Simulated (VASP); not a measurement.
# Ag (P6/mmm) in VASP: single point with PBE

Aim: the single point of Ag with PBE.

Everything below comes from runs of VASP 6.6.1. Logs are shortened: lines on timing, memory, paths and dates and some standing lists are left out, and cuts for length are marked.

### 1 The cell of the first run

Symmetry: P6/mmm, No. 191, hexagonal system. Conventional cell: a = 2.257 Å, b = 2.257 Å, c = 2.161 Å, α = 90.00°, β = 90.00°, γ = 120.00°. Ag (site symmetry 6/mmm) has 8 Ag at 2.16 to 2.26 Å within 2.9 Å.

This isn't the form of Ag at room conditions, which is fcc.

### 2 Single point, PBE

INCAR

```
PREC     = Accurate       # precision mode
ENCUT    = 630            # plane-wave cutoff, eV
EDIFF    = 1E-6           # SCF threshold, eV
ISMEAR   = -1             # smearing method
SIGMA    = 0.05           # smearing width, eV
LREAL    = F              # projectors in reciprocal space
LASPH    = T              # aspherical terms in the spheres
NELM     = 120            # most SCF steps
ALGO     = Normal         # electronic algorithm
ISIF     = 2              # what is computed and relaxed
LWAVE    = F              # write WAVECAR
LCHARG   = F              # write CHGCAR
GGA      = PE             # functional
NBANDS   = 16             # bands
GGA_COMPAT= F
```

KPOINTS

```
Automatic mesh
0
Gamma
  19 19 18
```

POSCAR

```
Ag
1.0
    2.2572519036      0.0000000000      0.0000000000
   -1.1286259518      1.9548374912      0.0000000000
    0.0000000000      0.0000000000      2.1605246738
Ag
1
Direct
    0.0000000000      0.0000000000      0.0000000000
```

Potentials or basis: VASP PAW PBE potentials, release 64 (Ag_sv_GW).

Run with:

```console
$ cat potpaw_PBE.64/Ag_sv_GW/POTCAR > POTCAR
$ mpirun -np 1 vasp_std > vasp.out
```

OUTCAR:

```text
PREC = Accurate
   ENCUT = 630
   EDIFF = 1E-6
   ISMEAR = -1
   LREAL = F
   LASPH = T
   NELM = 120
   ISIF = 2
   GGA = PE

 ion  position               nearest neighbor table
   1  0.000  0.000  0.000-

  LATTYP: Found a hexagonal cell.
 ALAT       =     2.2572519036
 C/A-ratio  =     0.9571482343

  Lattice vectors:

 A1 = (   2.2572519036,   0.0000000000,   0.0000000000)
 A2 = (  -1.1286259518,   1.9548374912,   0.0000000000)
 A3 = (   0.0000000000,   0.0000000000,   2.1605246738)

Analysis of symmetry for initial positions (statically):
=====================================================================
 Subroutine PRICEL returns:
 Original cell was already a primitive cell.

 Routine SETGRP: Setting up the symmetry group for a
 hexagonal supercell.

 Subroutine GETGRP returns: Found 24 space group operations
 (whereof 24 operations were pure point group operations)
 out of a pool of 24 trial point group operations.

The static configuration has the point symmetry D_6h.

Analysis of symmetry for dynamics (positions and initial velocities):
=====================================================================
 Subroutine PRICEL returns:
 Original cell was already a primitive cell.

 Routine SETGRP: Setting up the symmetry group for a
 hexagonal supercell.

 Subroutine GETGRP returns: Found 24 space group operations
 (whereof 24 operations were pure point group operations)
 out of a pool of 24 trial point group operations.

The dynamic configuration has the point symmetry D_6h.

 Subroutine INISYM returns: Found 24 space group operations
 (whereof 24 operations are pure point group operations),
 and found     1 'primitive' translations

----------------------------------------------------------------------------------------

                                     Primitive cell

  volume of cell :       9.5334

  direct lattice vectors                    reciprocal lattice vectors
     2.257251904  0.000000000  0.000000000     0.443016572  0.255775737  0.000000000
    -1.128625952  1.954837491  0.000000000     0.000000000  0.511551474  0.000000000
     0.000000000  0.000000000  2.160524674     0.000000000  0.000000000  0.462850534

  length of vectors
     2.257251904  2.257251904  2.160524674     0.511551474  0.511551474  0.462850534

  position of ions in fractional coordinates (direct lattice)
     0.000000000  0.000000000  0.000000000

  ion indices of the primitive-cell ions
   primitive index   ion index
                 1           1

----------------------------------------------------------------------------------------

 KPOINTS: Automatic mesh

Automatic generation of k-mesh.
 Grid dimensions read from file:
 generate k-points for:   19   19   18

 Generating k-lattice:

  Cartesian coordinates                     Fractional coordinates (reciprocal lattice)
     0.023316662  0.013461881  0.000000000     0.052631579 -0.000000000  0.000000000
     0.000000000  0.026923762  0.000000000     0.000000000  0.052631579  0.000000000
     0.000000000  0.000000000  0.025713919     0.000000000  0.000000000  0.055555556

  Length of vectors
     0.026923762  0.026923762  0.025713919

  Shift w.r.t. Gamma in fractional coordinates (k-lattice)
     0.000000000  0.000000000  0.000000000

 Subroutine IBZKPT returns following result:
 ===========================================

 Found    400 irreducible k-points:

 Following reciprocal coordinates:
            Coordinates               Weight
  0.000000  0.000000  0.000000      1.000000
  0.052632 -0.000000  0.000000      6.000000
  0.105263 -0.000000  0.000000      6.000000
  0.157895  0.000000  0.000000      6.000000
  0.210526 -0.000000  0.000000      6.000000
  0.263158 -0.000000  0.000000      6.000000
[... 16 lines left out ...]
  0.263158  0.105263  0.000000     12.000000
  0.315789  0.105263  0.000000     12.000000
 [... further k-points ...]
   k-points           NKPTS =    400   k-points in BZ     NKDIM =    400   number of bands    NBANDS=     16
   number of dos      NEDOS =    301   number of ions     NIONS =      1
   total plane-waves  NPLWV =   5832
   dimension x,y,z NGX =    18 NGY =   18 NGZ =   18
   dimension x,y,z NGXF=    36 NGYF=   36 NGZF=   36
   ions per type =               1
   NGX,Y,Z   is equivalent  to a cutoff of  13.26, 13.26, 13.85 a.u.
   NGXF,Y,Z  is equivalent  to a cutoff of  26.51, 26.51, 27.70 a.u.
 SYSTEM =  unknown system
   PREC   = accura    normal or accurate (medium, high low for compatibility)
   ISTART =      0    job   : 0-new  1-cont  2-samecut
   ICHARG =      2    charge: 1-file 2-atom 10-const
   ISPIN  =      1    spin polarized calculation?
   LNONCOLLINEAR =      F non collinear calculations
   LSORBIT =      F    spin-orbit coupling
   LASPH  =      T    aspherical Exc in radial PAW
   ENCUT  =  630.0 eV  46.30 Ry    6.80 a.u.   4.62  4.62  4.42*2*pi/ulx,y,z
   NELM   =    120;   NELMIN=  2; NELMDL= -5     # of ELM steps
   EDIFF  = 0.1E-05   stopping-criterion for ELM
   LREAL  =      F    real-space projection
   EDIFFG = 0.1E-04   stopping-criterion for IOM
   NSW    =      0    number of steps for IOM
   IBRION =     -1    ionic relax: 0-MD 1-quasi-New 2-CG
   NFREE  =      0    steps in history (QN), initial steepest desc. (CG)
   ISIF   =      2    stress and relaxation
   ISYM   =      2    0-nonsym 1-usesym 2-fastsym
   POTIM  = 0.5000    time-step for ionic-motion
   TEBEG  =    0.0;   TEEND  =   0.0 temperature during run
   PSTRESS=    0.0 pullay stress
   NELECT =      19.0000    total number of electrons
   NUPDOWN=      -1.0000    fix difference up-down
   EMIN   =  10.00;   EMAX   =-10.00  energy-range for DOS
   EFERMI =   0.00;   METHOD = LEGACY
   ISMEAR =    -1;   SIGMA  =   0.05  broadening in eV -4-tet -1-fermi 0-gaus
   EFERMI_NEDOS =   21; number of points for ismear=-14 and -15
   IALGO  =     38    algorithm
   IMIX   =      4    mixing-type and parameters
     AMIX     =   0.40;   BMIX     =  1.00
     AMIX_MAG =   1.60;   BMIX_MAG =  1.00
  volume/ion in A,a.u.               =       9.53        64.33
  Fermi-wavevector in a.u.,A,eV,Ry     =   2.060200  3.893214 57.748897  4.244424
  Thomas-Fermi vector in A             =   3.060614
   LORBIT       =      0    0 simple, 1 ext, 2 COOP (PROOUT), +10 PAW based schemes
   GGA     = PE    functional components
   LHFCALC =     F    Hartree Fock is set to
   AEXX    =    0.0000 exact exchange contribution
   IVDW    =     0    specifies the selected vdW correction
   LEPSILON=     F    determine dielectric tensor
   LRPA    =     F    only Hartree local field effects (RPA)
 non-spin polarized calculation
  energy-cutoff  :      630.00
  volume of cell :        9.53
 maximum number of plane-waves:       356
   NGX =  9   NGY =  9   NGZ =  9

 number of electron      19.0000008 magnetization

 Free energy of the ion-electron system (eV)
  ---------------------------------------------------
  ext. energy  EPLUGINS =         0.00000000
  ---------------------------------------------------
  free energy    TOTEN  =         5.27548075 eV

  energy without entropy =        5.27698074  energy(sigma->0) =        5.27623075

 E-fermi :  17.9813     XC(G=0): -16.4752

 val. band max:       17.9588334100   @ k =   0.1053   0.1053   0.5000
 cond. band min:      17.9842502870   @ k =   0.4211  -0.0000   0.2222
 fundamental gap:      0.0254168770
 Fermi energy:        17.9813166428

 k-point     1 :       0.0000    0.0000    0.0000
  band No.  band energies     occupation
      1     -77.1600      2.00000
      2     -39.7516      2.00000
      3     -39.7516      2.00000
      4     -39.7144      2.00000
      5       4.5458      2.00000
      6       5.1906      2.00000
[... 8 lines left out ...]
     15      47.4089      0.00000
     16      51.2839      0.00000

 k-point     2 :       0.0526   -0.0000    0.0000
  band No.  band energies     occupation
      1     -77.1517      2.00000
      2     -39.8010      2.00000
      3     -39.7628      2.00000
      4     -39.7091      2.00000
      5       4.7085      2.00000
      6       5.2399      2.00000
[... 8 lines left out ...]
     15      47.7529      0.00000
     16      51.6048      0.00000

 k-point     3 :       0.1053   -0.0000    0.0000
  band No.  band energies     occupation
      1     -77.1275      2.00000
      2     -39.9429      2.00000
      3     -39.7953      2.00000
      4     -39.6936      2.00000
      5       5.1545      2.00000
      6       5.3948      2.00000
[... 8 lines left out ...]
     15      47.7187      0.00000
     16      52.3612      0.00000

 k-point     4 :       0.1579    0.0000    0.0000
  band No.  band energies     occupation
      1     -77.0900      2.00000
      2     -40.1597      2.00000
      3     -39.8452      2.00000
      4     -39.6695      2.00000
      5       5.5602      2.00000
      6       5.8284      2.00000
[... 8 lines left out ...]
     15      47.0722      0.00000
     16      52.8893      0.00000

 k-point     5 :       0.2105   -0.0000    0.0000
  band No.  band energies     occupation
      1     -77.0431      2.00000
      2     -40.4255      2.00000
      3     -39.9069      2.00000
      4     -39.6393      2.00000
      5       5.8451      2.00000
      6       6.2024      2.00000
[... 8 lines left out ...]
     15      46.2432      0.00000
     16      51.8828      0.00000

 k-point     6 :       0.2632   -0.0000    0.0000
  band No.  band energies     occupation
      1     -76.9917      2.00000
      2     -40.7100      2.00000
      3     -39.9736      2.00000
      4     -39.6064      2.00000
      5       5.9610      2.00000
      6       6.2526      2.00000
[... 8 lines left out ...]
     15      45.6064      0.00000
     16      51.2135      0.00000

 k-point     7 :       0.3158    0.0000    0.0000
  band No.  band energies     occupation
      1     -76.9413      2.00000
      2     -40.9821      2.00000
      3     -40.0379      2.00000
      4     -39.5743      2.00000
      5       5.6135      2.00000
      6       6.5505      2.00000
[... 8 lines left out ...]
     15      45.4194      0.00000
     16      50.6230      0.00000

 k-point     8 :       0.3684    0.0000    0.0000
  band No.  band energies     occupation
      1     -76.8975      2.00000
      2     -41.2137      2.00000
      3     -40.0930      2.00000
      4     -39.5464      2.00000
      5       5.2435      2.00000
      6       6.8482      2.00000
[... 8 lines left out ...]
     15      45.4774      0.00000
     16      49.5209      0.00000

 k-point     9 :       0.4211   -0.0000    0.0000
  band No.  band energies     occupation
      1     -76.8651      2.00000
      2     -41.3817      2.00000
      3     -40.1332      2.00000
      4     -39.5259      2.00000
      5       4.9655      2.00000
      6       7.0789      2.00000
[... 8 lines left out ...]
     15      45.4828      0.00000
     16      48.7194      0.00000
[... 172 lines left out ...]
 k-point    19 :       0.4737    0.0526    0.0000
  band No.  band energies     occupation
      1     -76.8437      2.00000
      2     -41.4667      2.00000
      3     -40.1884      2.00000
      4     -39.5123      2.00000
      5       4.9365      2.00000
      6       7.2337      2.00000
[... 8 lines left out ...]
     15      46.0624      0.00000
     16      48.0741      0.00000

 k-point    20 :       0.1053    0.1053    0.0000
  band No.  band energies     occupation
      1     -77.0691      2.00000
      2     -40.2637      2.00000
      3     -39.8892      2.00000
      4     -39.6560      2.00000
      5       5.6920      2.00000
      6       6.2758      2.00000
[... 8 lines left out ...]
     15      46.0609      0.00000
     16      52.3237      0.00000

 k-point    21 :       0.1579    0.1053    0.0000
  band No.  band energies     occupation
      1     -77.0245      2.00000
      2     -40.4967      2.00000
      3     -39.9652      2.00000
      4     -39.6275      2.00000
      5       5.9621      2.00000
      6       6.8412      2.00000
[... 8 lines left out ...]
     15      44.6939      0.00000
     16      51.4006      0.00000

 k-point    22 :       0.2105    0.1053    0.0000
  band No.  band energies     occupation
      1     -76.9758      2.00000
      2     -40.7458      2.00000
      3     -40.0483      2.00000
      4     -39.5963      2.00000
      5       6.2394      2.00000
      6       6.6802      2.00000
[... 8 lines left out ...]
     15      44.2225      0.00000
     16      50.7309      0.00000

 k-point    23 :       0.2632    0.1053    0.0000
  band No.  band energies     occupation
      1     -76.9280      2.00000
      2     -40.9844      2.00000
      3     -40.1288      2.00000
      4     -39.5659      2.00000
      5       6.1409      2.00000
      6       6.6582      2.00000
[... 8 lines left out ...]
     15      45.2317      0.00000
     16      50.5517      0.00000

 k-point    24 :       0.3158    0.1053    0.0000
  band No.  band energies     occupation
      1     -76.8866      2.00000
      2     -41.1880      2.00000
      3     -40.1979      2.00000
      4     -39.5395      2.00000
      5       5.7741      2.00000
      6       6.9206      2.00000
[... 8 lines left out ...]
     15      46.4449      0.00000
     16      49.6290      0.00000

 [... further k-points ...]

------------------------ aborting loop because EDIFF is reached ----------------------------------------

  FORCE on cell =-STRESS in cart. coord.  units (eV):
  Direction    XX          YY          ZZ          XY          YZ          ZX
  --------------------------------------------------------------------------------------
  -------------------------------------------------------------------------------------
  Total       23.2123214     23.2123214     23.2147836     -0.0000000      0.0000000      0.0000000
  in kB     3901.0295489   3901.0295486   3901.4433421     -0.0000000      0.0000000      0.0000000
  external PRESSURE =    3901.1674799 kB  Pullay stress =       0.0000000 kB

 VOLUME and BASIS-vectors are now :
 -----------------------------------------------------------------------------
  energy-cutoff  :      630.00
  volume of cell :        9.53
      direct lattice vectors                 reciprocal lattice vectors
     2.257251904  0.000000000  0.000000000     0.443016572  0.255775737  0.000000000
    -1.128625952  1.954837491  0.000000000     0.000000000  0.511551474  0.000000000
     0.000000000  0.000000000  2.160524674     0.000000000  0.000000000  0.462850534

 POSITION                                       TOTAL-FORCE (eV/Angst)
 -----------------------------------------------------------------------------------
      0.00000      0.00000      0.00000         0.000000      0.000000      0.000000
 -----------------------------------------------------------------------------------
    total drift:                                0.000000      0.000000      0.000000

  FREE ENERGIE OF THE ION-ELECTRON SYSTEM (eV)
  ---------------------------------------------------
  free  energy   TOTEN  =         5.2754807513 eV

  energy  without entropy=        5.2769807388  energy(sigma->0) =        5.27623075
```

Run time: 27 s. Hardware: 1 thread of Intel Xeon 6975P-C (Granite Rapids), shared host; peak memory 0.2 GiB.

Results:

```yaml
Free_energy: 5.2755 eV
Pressure: 390.1 GPa
Band_gap_on_the_k_mesh: zero (an odd number of electrons rules out a gap without spin polarisation)
```

Levels at points of the mesh, in eV from the Fermi level:
```
           k point  band 6  band 7  band 8  band 9  band 10  band 11  band 12  band 13  band 14  band 15
(0.00, 0.00, 0.00)  -12.79   -8.86   -8.86   -3.39    -3.39    15.18    17.68    25.72    25.72    29.43
(0.00, 0.00, 0.50)   -8.12   -8.12   -6.54   -6.54    -4.42     5.96    19.07    23.61    23.61    24.68
```

Caveat: the cell stands under pressure.

The gap in the log of VASP goes by the Fermi energy; the results here count the filled bands.